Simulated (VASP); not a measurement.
The system is Y3VCo.

```
Y V Co
1.0
     4.60579    0.00000    0.00000
     0.00000    4.60579    0.00000
     0.00000    0.00000    4.60579
Y V Co
3 1 1
Direct
  0.00000 0.50000 0.50000
  0.50000 0.00000 0.50000
  0.50000 0.50000 0.00000
  0.00000 0.00000 0.00000
  0.50000 0.50000 0.50000
```

* Program: VASP 6.6.1
* Task: relaxation of cell and atoms
* Functional: PBE
* Potentials or basis: VASP PAW PBE potentials, release 64 (Y_sv, V_sv, Co)
* Cutoff: 600 eV
* k mesh: 4 × 4 × 4
* Occupations: gaussian, width 0.1 eV
* Spin: collinear spin, ferromagnetic start
* Starting moments: [0.0, 0.0, 0.0, 3.21, 0.12] μB

At the start: pressure 28.1 GPa; volume 19.54 Å³/atom.

Task: How do energy, volume and symmetry change on relaxing?

Result: Over 17 steps the energy falls by 707.9 meV/atom and the volume is 27.39 Å³/atom (+40.2 %); space group Pm-3m (No. 221, to 0.1 Å) before and after; moment 4.12 μB per cell.

Step by step:
| step | energy change (eV) | largest force (eV/Å) | pressure (GPa) | volume (Å³) |
| --- | --- | --- | --- | --- |
| 1 | 0.0000 | 0.0000 | 28.10 | 97.70 |
| 2 | -3.2270 | 0.0000 | -5.24 | 154.62 |
| 3 | -3.5133 | 0.0000 | -1.57 | 141.39 |
| 4 | -3.5392 | 0.0000 | -0.87 | 137.73 |
| 5 | -3.5242 | 0.0000 | 1.45 | 133.70 |
| 6 | -3.5385 | 0.0000 | 0.42 | 136.18 |
| 7 | -3.5386 | 0.0000 | 0.41 | 136.21 |
| 8 | -3.5388 | 0.0000 | 0.46 | 136.29 |
| 9 | -3.5388 | 0.0000 | 0.38 | 136.29 |
| 10 | -3.5388 | 0.0000 | 0.38 | 136.29 |
| 11 | -3.5388 | 0.0000 | 0.39 | 136.30 |
| 12 | -3.5388 | 0.0000 | 0.39 | 136.31 |
| 13 | -3.5389 | 0.0000 | 0.37 | 136.33 |
| 14 | -3.5389 | 0.0000 | 0.38 | 136.37 |
| 15 | -3.5391 | 0.0000 | 0.38 | 136.45 |
| 16 | -3.5394 | 0.0000 | 0.24 | 136.61 |
| 17 | -3.5397 | 0.0000 | 0.11 | 136.94 |

Final structure:
```
Y V Co
1.0
     5.15438    0.00000    0.00000
     0.00000    5.15438    0.00000
     0.00000    0.00000    5.15438
Y V Co
3 1 1
Direct
  0.00000 0.50000 0.50000
  0.50000 0.00000 0.50000
  0.50000 0.50000 0.00000
  0.00000 0.00000 0.00000
  0.50000 0.50000 0.50000
```

Caveat: the volume moved by over 15 % at a fixed basis, so the end points are rough.
